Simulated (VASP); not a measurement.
The system is ZnSe.

```
CELL_PARAMETERS angstrom
3.58170 0.00000 0.00000
0.00000 3.58170 0.00000
0.00000 0.00000 3.58170
ATOMIC_POSITIONS crystal
Zn 0.50000 0.50000 0.50000
Se 0.00000 0.00000 0.00000
```

```yaml
Program: VASP 6.6.1
Task: relaxation of cell and atoms
Functional: PBE
Potentials_or_basis: VASP PAW PBE potentials, release 64 (Zn, Se)
Cutoff: 500 eV
k_mesh: 5 × 5 × 5
Occupations: fermi-dirac, width 0.1 eV
Spin: collinear spin, ferromagnetic start
Starting_moments: "[0.2, 0.2] μB"
```

At the start: pressure -8.1 GPa; volume 22.97 Å³/atom.

Task: Where does the relaxation end?

Result: Over 5 steps the energy falls by 135.8 meV/atom and the volume is 18.62 Å³/atom (-18.9 %); space group Pm-3m (No. 221, to 0.05 Å); moment 0.00 μB per cell.

Step by step:
| step | energy change (eV) | largest force (eV/Å) | pressure (GPa) | volume (Å³) |
| --- | --- | --- | --- | --- |
| 1 | 0.0000 | 0.0000 | -8.12 | 45.95 |
| 2 | -0.2618 | 0.0000 | -2.15 | 38.63 |
| 3 | -0.2715 | 0.0000 | -0.15 | 37.33 |
| 4 | -0.2715 | 0.0000 | 0.12 | 37.17 |
| 5 | -0.2716 | 0.0000 | -0.01 | 37.25 |

Final structure:
```
CELL_PARAMETERS angstrom
3.33967 0.00000 0.00000
0.00000 3.33967 0.00000
0.00000 0.00000 3.33967
ATOMIC_POSITIONS crystal
Zn 0.50000 0.50000 0.50000
Se 0.00000 0.00000 0.00000
```

Caveat: the volume moved by over 15 % at a fixed basis, so the end points are rough.
